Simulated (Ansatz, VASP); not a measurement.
**Pb: VASP beside Ansatz**

The input INCAR:

```
SYSTEM = Pb
PREC = Accurate ; ENCUT = 520
EDIFF = 1E-6 ; ISMEAR = 1
SIGMA = 0.01 ; LREAL = .False.
LASPH = .True. ; NELM = 150
ALGO = Fast ; ISIF = 2
LWAVE = .False. ; LCHARG = .False.
MAGMOM = 0 0 0 ; LORBIT = 11
LSORBIT = .True. ; GGA_COMPAT = .False.
LORBMOM = .True. ; GGA = RP
IVDW = 12 ; NBANDS = 25
```

The input KPOINTS:

```
regular mesh
0
Gamma
  7 7 7
  0 0 0
```

File POSCAR:

```
Pb
1.0
    0.0000000000      2.4584086270      2.4584086270
    2.4584086270      0.0000000000      2.4584086270
    2.4584086270      2.4584086270      0.0000000000
Pb
1
Direct
    0.0000000000      0.0000000000      0.0000000000
```

input.yaml

```yaml
crystal:
  lattice:
    - [0.0, 2.458408627, 2.458408627]
    - [2.458408627, 0.0, 2.458408627]
    - [2.458408627, 2.458408627, 0.0]
  atoms:
    - { symbol: Pb, position: [0.0, 0.0, 0.0] }
kpoints:
  mp_grid: { grid: [7, 7, 7] }
scf:
  occupations: { method: methfessel_paxton, width: 0.01 }
hamiltonian:
  xc: rpbe
  dispersion: d3bj
  pseudopotentials: { kind: all_electron, lapw: { basis_error: 0.0005 } }
magnetization:
  noncollinear: true
  spin_orbit: true
output:
  forces: true
  stress: true
  eigenvalues: true
```

Change from the starting cell: volume scaled by 0.98.

Alike in both runs: task single point; functional RPBE; dispersion D3(BJ); k mesh 7 × 7 × 7; occupations methfessel-paxton of order 1, width 0.01 eV; non-collinear spin, spin-orbit coupling.

|  | VASP | Ansatz |
| --- | --- | --- |
| version | VASP 6.6.1 | Ansatz 0.2.0 |
| potentials or method | VASP PAW PBE potentials, release 64 (Pb_d), cutoff 520 eV | all-electron LAPW, relativistic spinors |

|  | VASP | Ansatz | Ansatz less VASP |
| --- | --- | --- | --- |
| pressure (GPa) | -15.8 | -15.9 | -0.09 |
| net moment per atom (μB) | 0.00 | 0.00 | 0.000 |

VASP's potentials were made for PBE, not for RPBE. Ansatz ran all-electron here, and VASP with PAW potentials.

Noted on Ansatz's run: the k mesh is thin for a metal, which can move the energy by tens of meV per atom.
